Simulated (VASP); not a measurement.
Input of a VASP 6.6.1 run:

INCAR

```
  ALGO = Normal
  EDIFF = 1E-6
  ENCUT = 600
  GGA = PE
  GGA_COMPAT = F
  ISIF = 2
  ISMEAR = 0
  LASPH = T
  LCHARG = F
  LREAL = F
  LWAVE = F
  NBANDS = 11
  NELM = 120
  PREC = Accurate
  SIGMA = 0.02
```

Contents of KPOINTS:

```
k-points
0
Gamma
  12 12 12
```

POSCAR

```
C
1.0
    0.0000000000      1.7858396233      1.7858396233
    1.7858396233      0.0000000000      1.7858396233
    1.7858396233      1.7858396233      0.0000000000
C
2
Direct
    0.0000000000      0.0000000000      0.0000000000
    0.2500000000      0.2500000000      0.2500000000
```

Potentials or basis: VASP PAW PBE potentials, release 64 (C).

The run is started by

```sh
$ cat potpaw_PBE.64/C/POTCAR > POTCAR
$ mpirun -np 1 vasp_std > vasp.out
```

Q: What does it give for the pressure?

A: 0.0 GPa.

Q: Predict the band gap on the k mesh.

A: 4.14 eV, indirect (least direct gap 5.58 eV).

A k mesh can miss the band edges. PBE gaps usually lie below the measured ones, often by a third to a half.
